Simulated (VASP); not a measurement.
# BN (F-43m) in VASP: a series of runs

The runs below take BN through single point, with r2SCAN.

Everything below comes from runs of VASP 6.6.1. Logs are shortened: lines on timing, memory, paths and dates and some standing lists are left out, and cuts for length are marked.

## 1. The cell of the first run

The structure is cubic, space group F-43m (No. 216). The conventional cell has a = 3.610 Å, b = 3.610 Å, c = 3.610 Å, α = 90.00°, β = 90.00°, γ = 90.00°. B (site symmetry -43m) has 4 N at 1.56 Å within 2.1 Å. N (site symmetry -43m) has 4 B at 1.56 Å within 2.1 Å.

## 2. Single point, r2SCAN

File POSCAR:

```
BN
1.0
    0.0000000000      1.8048254656      1.8048254656
    1.8048254656      0.0000000000      1.8048254656
    1.8048254656      1.8048254656      0.0000000000
B N
1 1
Direct
    0.0000000000      0.0000000000      0.0000000000
    0.2500000000      0.2500000000      0.2500000000
```

File INCAR.step1:

```
PREC     = Accurate       # precision mode
ENCUT    = 1460           # plane-wave cutoff, eV
ISMEAR   = -1             # smearing method
SIGMA    = 0.02           # smearing width, eV
LREAL    = F              # projectors in reciprocal space
LASPH    = T              # aspherical terms in the spheres
NELM     = 120            # most SCF steps
NBANDS   = 11             # bands
GGA      = PE             # functional
ALGO     = Normal         # electronic algorithm
EDIFF    = 1E-5           # SCF threshold, eV
LWAVE    = T              # write WAVECAR
LCHARG   = F              # write CHGCAR
GGA_COMPAT= F
```

File INCAR.step2:

```
PREC     = Accurate       # precision mode
ENCUT    = 1460           # plane-wave cutoff, eV
EDIFF    = 1E-6           # SCF threshold, eV
ISMEAR   = -1             # smearing method
SIGMA    = 0.02           # smearing width, eV
LREAL    = F              # projectors in reciprocal space
LASPH    = T              # aspherical terms in the spheres
NELM     = 120            # most SCF steps
ALGO     = Normal         # electronic algorithm
ISIF     = 2              # what is computed and relaxed
LWAVE    = F              # write WAVECAR
LCHARG   = F              # write CHGCAR
METAGGA  = R2SCAN         # meta-GGA
LMIXTAU  = T            
NBANDS   = 11             # bands
ISTART   = 1            
GGA_COMPAT= F
```

File KPOINTS:

```
Automatic mesh
0
Gamma
  10 10 10
```

Potentials or basis: VASP PAW PBE potentials, release 64 (B_h, N_h).

Command:

```
cat potpaw_PBE.64/B_h/POTCAR potpaw_PBE.64/N_h/POTCAR > POTCAR
cp INCAR.step1 INCAR
mpirun -np 1 vasp_std > vasp.out
cp INCAR.step2 INCAR
mpirun -np 1 vasp_std > vasp.out
```

OUTCAR:

```text
PREC = Accurate
   ENCUT = 1460
   EDIFF = 1E-6
   ISMEAR = -1
   LREAL = F
   LASPH = T
   NELM = 120
   ISIF = 2
   METAGGA = R2SCAN
   ISTART = 1

 ion  position               nearest neighbor table
   1  0.000  0.000  0.000-
   2  0.250  0.250  0.250-

  LATTYP: Found a face centered cubic cell.
 ALAT       =     3.6096509312

  Lattice vectors:

 A1 = (   0.0000000000,   1.8048254656,   1.8048254656)
 A2 = (   1.8048254656,   0.0000000000,   1.8048254656)
 A3 = (   1.8048254656,   1.8048254656,   0.0000000000)

Analysis of symmetry for initial positions (statically):
=====================================================================
 Subroutine PRICEL returns:
 Original cell was already a primitive cell.

 Routine SETGRP: Setting up the symmetry group for a
 face centered cubic supercell.

 Subroutine GETGRP returns: Found 24 space group operations
 (whereof 24 operations were pure point group operations)
 out of a pool of 48 trial point group operations.

The static configuration has the point symmetry T_d .

Analysis of symmetry for dynamics (positions and initial velocities):
=====================================================================
 Subroutine PRICEL returns:
 Original cell was already a primitive cell.

 Routine SETGRP: Setting up the symmetry group for a
 face centered cubic supercell.

 Subroutine GETGRP returns: Found 24 space group operations
 (whereof 24 operations were pure point group operations)
 out of a pool of 48 trial point group operations.

The dynamic configuration has the point symmetry T_d .

 Subroutine INISYM returns: Found 24 space group operations
 (whereof 24 operations are pure point group operations),
 and found     1 'primitive' translations

----------------------------------------------------------------------------------------

                                     Primitive cell

  volume of cell :      11.7581

  direct lattice vectors                    reciprocal lattice vectors
     0.000000000  1.804825466  1.804825466    -0.277035098  0.277035098  0.277035098
     1.804825466  0.000000000  1.804825466     0.277035098 -0.277035098  0.277035098
     1.804825466  1.804825466  0.000000000     0.277035098  0.277035098 -0.277035098

  length of vectors
     2.552408651  2.552408651  2.552408651     0.479838865  0.479838865  0.479838865

  position of ions in fractional coordinates (direct lattice)
     0.000000000  0.000000000  0.000000000
     0.250000000  0.250000000  0.250000000

[... 83 lines left out ...]
   ISYM   =      2    0-nonsym 1-usesym 2-fastsym
   POTIM  = 0.5000    time-step for ionic-motion
   TEBEG  =    0.0;   TEEND  =   0.0 temperature during run
   PSTRESS=    0.0 pullay stress
   NELECT =       8.0000    total number of electrons
   NUPDOWN=      -1.0000    fix difference up-down
   EMIN   =  10.00;   EMAX   =-10.00  energy-range for DOS
   EFERMI =   0.00;   METHOD = LEGACY
   ISMEAR =    -1;   SIGMA  =   0.02  broadening in eV -4-tet -1-fermi 0-gaus
   EFERMI_NEDOS =   21; number of points for ismear=-14 and -15
   IALGO  =     38    algorithm
   IMIX   =      4    mixing-type and parameters
     AMIX     =   0.40;   BMIX     =  1.00
     AMIX_MAG =   1.60;   BMIX_MAG =  1.00
  volume/ion in A,a.u.               =       5.88        39.67
  Fermi-wavevector in a.u.,A,eV,Ry     =   1.439880  2.720979 28.208337  2.073254
  Thomas-Fermi vector in A             =   2.558686
   LORBIT       =      0    0 simple, 1 ext, 2 COOP (PROOUT), +10 PAW based schemes
   METAGGA = R2SCAN    functional components
   LHFCALC =     F    Hartree Fock is set to
   AEXX    =    0.0000 exact exchange contribution
   IVDW    =     0    specifies the selected vdW correction
   LEPSILON=     F    determine dielectric tensor
   LRPA    =     F    only Hartree local field effects (RPA)
 non-spin polarized calculation
  energy-cutoff  :     1460.00
  volume of cell :       11.76
 maximum number of plane-waves:      1524
   NGX = 15   NGY = 15   NGZ = 15

 number of electron       8.0000000 magnetization

 Free energy of the ion-electron system (eV)
  ---------------------------------------------------
  ext. energy  EPLUGINS =         0.00000000
  ---------------------------------------------------
  free energy    TOTEN  =       -19.20397376 eV

  energy without entropy =      -19.20397376  energy(sigma->0) =      -19.20397376

 E-fermi :   9.5445     XC(G=0): -13.7800

 val. band max:        8.9853135283   @ k =   0.0000   0.0000   0.0000
 cond. band min:      13.9833197456   @ k =   0.5000   0.5000   0.0000
 fundamental gap:      4.9980062174
 Fermi energy:         9.5445080218

 k-point     1 :       0.0000    0.0000    0.0000
  band No.  band energies     occupation
      1     -12.3489      2.00000
      2       8.9853      2.00000
      3       8.9853      2.00000
      4       8.9853      2.00000
      5      18.5570      0.00000
      6      18.5570      0.00000
      7      18.5570      0.00000
      8      20.1250      0.00000
      9      35.2146      0.00000
     10      37.7429      0.00000
     11      37.7429      0.00000
[... 309 lines left out ...]
 k-point    24 :       0.4000    0.3000    0.0000
  band No.  band energies     occupation
      1      -8.4476      2.00000
      2       1.8526      2.00000
      3       4.2897      2.00000
      4       4.7449      2.00000
      5      15.6941      0.00000
      6      20.3165      0.00000
      7      25.6500      0.00000
      8      25.7706      0.00000
      9      30.0668      0.00000
     10      37.7748      0.00000
     11      42.2173      0.00000

 [... further k-points ...]

------------------------ aborting loop because EDIFF is reached ----------------------------------------

  FORCE on cell =-STRESS in cart. coord.  units (eV):
  Direction    XX          YY          ZZ          XY          YZ          ZX
  --------------------------------------------------------------------------------------
  -------------------------------------------------------------------------------------
  Total       -0.0320941     -0.0320941     -0.0320941     -0.0000000     -0.0000000     -0.0000000
  in kB       -4.3732056     -4.3732056     -4.3732056     -0.0000000     -0.0000000     -0.0000000
  external PRESSURE =      -4.3732056 kB  Pullay stress =       0.0000000 kB

 VOLUME and BASIS-vectors are now :
 -----------------------------------------------------------------------------
  energy-cutoff  :     1460.00
  volume of cell :       11.76
      direct lattice vectors                 reciprocal lattice vectors
     0.000000000  1.804825466  1.804825466    -0.277035098  0.277035098  0.277035098
     1.804825466  0.000000000  1.804825466     0.277035098 -0.277035098  0.277035098
     1.804825466  1.804825466  0.000000000     0.277035098  0.277035098 -0.277035098

 POSITION                                       TOTAL-FORCE (eV/Angst)
 -----------------------------------------------------------------------------------
      0.00000      0.00000      0.00000         0.000000     -0.000000      0.000000
      0.90241      0.90241      0.90241        -0.000000      0.000000     -0.000000
 -----------------------------------------------------------------------------------
    total drift:                               -0.000000     -0.000000     -0.000000

  FREE ENERGIE OF THE ION-ELECTRON SYSTEM (eV)
  ---------------------------------------------------
  free  energy   TOTEN  =       -19.2039737621 eV

  energy  without entropy=      -19.2039737621  energy(sigma->0) =      -19.20397376
```

OUTCAR.step1:

```text
PREC = Accurate
   ENCUT = 1460
   ISMEAR = -1
   LREAL = F
   LASPH = T
   NELM = 120
[... 554 lines left out ...]
 -----------------------------------------------------------------------------------
      0.00000      0.00000      0.00000        -0.000000     -0.000000     -0.000000
      0.90241      0.90241      0.90241         0.000000      0.000000      0.000000
 -----------------------------------------------------------------------------------
    total drift:                               -0.000000     -0.000000     -0.000000

  FREE ENERGIE OF THE ION-ELECTRON SYSTEM (eV)
  ---------------------------------------------------
  free  energy   TOTEN  =       -17.4694444634 eV

  energy  without entropy=      -17.4694444634  energy(sigma->0) =      -17.46944446
```

It took 51 s on 1 thread of Intel Xeon Platinum 8375C at 2.90GHz (Ice Lake), shared host; peak memory 0.18 GiB.

Results:

```yaml
Free_energy: -19.2040 eV
Pressure: -0.4 GPa
Band_gap_on_the_k_mesh: 5.00 eV (least direct gap 9.57 eV)
```

Levels at points of the mesh, in eV from the valence-band top:
| k point | band 1 | band 2 | band 3 | band 4 | band 5 | band 6 | band 7 | band 8 |
| --- | --- | --- | --- | --- | --- | --- | --- | --- |
| (0.00, 0.00, 0.00) | -21.33 | 0.00 | 0.00 | 0.00 | 9.57 | 9.57 | 9.57 | 11.14 |
| (0.50, 0.00, 0.00) | -17.02 | -11.11 | -2.02 | -2.02 | 10.85 | 11.51 | 11.51 | 16.46 |
| (0.50, 0.50, 0.00) | -15.59 | -9.34 | -5.11 | -5.11 | 5.00 | 9.84 | 19.36 | 19.36 |

Caveat: the PAW data sets were made with another functional, which shifts forces and pressure a little. A k mesh can miss the band edges.

## 3. Single point, r2SCAN

POSCAR is that of step 2.

File INCAR.step1:

```
PREC = Accurate ; ENCUT = 1460
ISMEAR = 0 ; SIGMA = 0.01
LREAL = F ; LASPH = T
NELM = 120 ; NBANDS = 11
GGA = PE ; ALGO = Normal
EDIFF = 1E-5 ; LWAVE = T
LCHARG = F ; GGA_COMPAT = F
```

File INCAR.step2:

```
PREC = Accurate ; ENCUT = 1460
EDIFF = 1E-6 ; ISMEAR = 0
SIGMA = 0.01 ; LREAL = F
LASPH = T ; NELM = 120
ALGO = Normal ; ISIF = 2
LWAVE = F ; LCHARG = T
METAGGA = R2SCAN ; LMIXTAU = T
LELF = T ; LVHAR = T
NBANDS = 11 ; ISTART = 1
GGA_COMPAT = F
```

File KPOINTS:

```
regular mesh
0
Gamma
  12 12 12
```

Potentials or basis: VASP PAW PBE potentials, release 64 (B_h, N_h).

Command:

```
cat potpaw_PBE.64/B_h/POTCAR potpaw_PBE.64/N_h/POTCAR > POTCAR
cp INCAR.step1 INCAR
mpirun -np 1 vasp_std > vasp.out
cp INCAR.step2 INCAR
mpirun -np 1 vasp_std > vasp.out
```

It took 93 s on 1 thread of AMD EPYC 7R13 (Zen 3), shared host; peak memory 0.16 GiB.

It converged, with:

```yaml
Free_energy: -19.2040 eV
Pressure: -0.4 GPa
Band_gap_on_the_k_mesh: 5.00 eV (least direct gap 9.57 eV)
```

Levels at points of the mesh, in eV from the valence-band top:
| k point | band 2 | band 3 | band 4 | band 5 | band 6 | band 7 |
| --- | --- | --- | --- | --- | --- | --- |
| (0.00, 0.00, 0.00) | 0.00 | 0.00 | 0.00 | 9.57 | 9.57 | 9.57 |
| (0.50, 0.00, 0.00) | -11.11 | -2.02 | -2.02 | 10.85 | 11.51 | 11.51 |
| (0.50, 0.50, 0.00) | -9.34 | -5.11 | -5.11 | 5.00 | 9.84 | 19.36 |

Caveat: the PAW data sets were made with another functional, which shifts forces and pressure a little. A k mesh can miss the band edges.
